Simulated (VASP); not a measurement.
Crystal: CrPbO3.

```
CELL_PARAMETERS angstrom
3.91706 0.00000 0.00000
0.00000 3.91706 0.00000
0.00000 0.00000 3.91706
ATOMIC_POSITIONS crystal
Cr 0.00000 0.00000 0.00000
Pb 0.50000 0.50000 0.50000
O 0.00000 0.00000 0.50000
O 0.00000 0.50000 0.00000
O 0.50000 0.00000 0.00000
```

Base run:

* Program: VASP 6.6.1
* Functional: LDA
* Potentials or basis: VASP PAW LDA potentials, release 64 (Cr_pv, Pb_d, O)
* Cutoff: 600 eV
* k mesh: 6 × 6 × 6
* Occupations: fermi-dirac, width 0.01 eV
* Spin: collinear spin, ferromagnetic start
* Starting moments: [3.0, 0.0, 0.0, 0.0, 0.0] μB
* Hubbard terms: Cr d U = 8.0 eV

Its results: band gap on the k mesh zero (filled and empty bands overlap); pressure -5.4 GPa; net moment 2.04 μB per cell; site moments Cr +2.86; Pb -0.08; O -0.23 μB.

**Question.** The run is repeated on the same cell with these changes: hubbard terms from Cr d U = 8.0 eV to Cr d U = 4.0 eV. What comes out?

**Answer.** Band gap on the k mesh zero (filled and empty bands overlap); pressure -12.6 GPa; net moment -2.02 μB per cell; site moments Cr -2.45; Pb +0.05; O +0.14 μB.

Caveats: the cell stands under tension; spin-orbit coupling is left out, which moves the levels of the heavy elements; a cell with one magnetic atom can't hold antiferromagnetic order, which such compounds often take.
